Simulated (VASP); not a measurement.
Input of a VASP 6.6.1 run:

INCAR

```
SYSTEM = Ag2SnAs2
PREC = Accurate
ENCUT = 520
EDIFF = 1E-6
ISMEAR = -1
SIGMA = 0.03
LREAL = .False.
LASPH = .True.
NELM = 100
ALGO = Normal
ISIF = 2
LWAVE = .False.
LCHARG = .False.
GGA = PS
NBANDS = 31
```

File KPOINTS:

```
regular mesh
0
Gamma
  8 8 8
  0 0 0
```

POSCAR

```
Ag2SnAs2
1.0
   -1.8554650548      1.8554650548      7.2494098139
    1.8554650548     -1.8554650548      7.2494098139
    1.8554650548      1.8554650548     -7.2494098139
Ag Sn As
2 1 2
Direct
    0.5976896673      0.5976896673      0.0000000000
    0.4023103327      0.4023103327      0.0000000000
    0.0000000000      0.0000000000      0.0000000000
    0.2170312581      0.2170312581      0.0000000000
    0.7829687419      0.7829687419      0.0000000000
```

Potentials or basis: VASP PAW PBE potentials, release 64 (Ag, Sn_d, As).

Launch:

```console
$ cat potpaw_PBE.64/Ag/POTCAR potpaw_PBE.64/Sn_d/POTCAR potpaw_PBE.64/As/POTCAR > POTCAR
$ mpirun -np 1 vasp_std > vasp.out
```

(1) Predict the largest force.

(2) What does it give for the pressure?

(3) Predict the band gap on the k mesh.

## Answers

(1) 0.017 eV/Å.

(2) 0.1 GPa.

(3) zero (bands 23 and 24 overlap by 2.76 eV).

Caveat: the PAW data sets were made with another functional, which shifts forces and pressure a little; spin-orbit coupling is left out, which moves the levels of the heavy elements.
